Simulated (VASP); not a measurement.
A run of VASP 6.6.1:

Contents of INCAR:

```
  PREC = Accurate
  ENCUT = 520
  EDIFF = 1E-6
  ISMEAR = -1
  SIGMA = 0.05
  LREAL = F
  LASPH = T
  NELM = 100
  ALGO = Normal
  ISIF = 2
  LWAVE = F
  LCHARG = T
  GGA = RE
  IVDW = 12
  LELF = T
  LVHAR = T
  NBANDS = 50
```

File KPOINTS:

```
regular mesh
0
Gamma
  3 6 6
```

Contents of POSCAR:

```
SnSe
1.0
   11.1868733615      0.0000000000      0.0000000000
    0.0000000000      4.1044657955      0.0000000000
    0.0000000000      0.0000000000      4.3689540449
Sn Se
4 4
Direct
    0.8770000000      0.7500000000      0.9090000000
    0.6230000000      0.2500000000      0.4090000000
    0.3770000000      0.7500000000      0.5910000000
    0.1230000000      0.2500000000      0.0910000000
    0.6430000000      0.7500000000      0.9840000000
    0.8570000000      0.2500000000      0.4840000000
    0.1430000000      0.7500000000      0.5160000000
    0.3570000000      0.2500000000      0.0160000000
```

Potentials or basis: VASP PAW PBE potentials, release 64 (Sn_d, Se).

The run is started by

```sh
$ cat potpaw_PBE.64/Sn_d/POTCAR potpaw_PBE.64/Se/POTCAR > POTCAR
$ mpirun -np 1 vasp_std > vasp.out
```

Hardware: 1 thread of Intel(R) Xeon(R) Platinum 8488C (Sapphire Rapids), with other jobs on the host.

Problem. Estimate the wall time of this run.

Solution. Wall time 3.5 min on 1 thread of Intel(R) Xeon(R) Platinum 8488C (Sapphire Rapids), on a shared host, peak memory 0.42 GiB. Counts: scf iterations 14, k points 32.
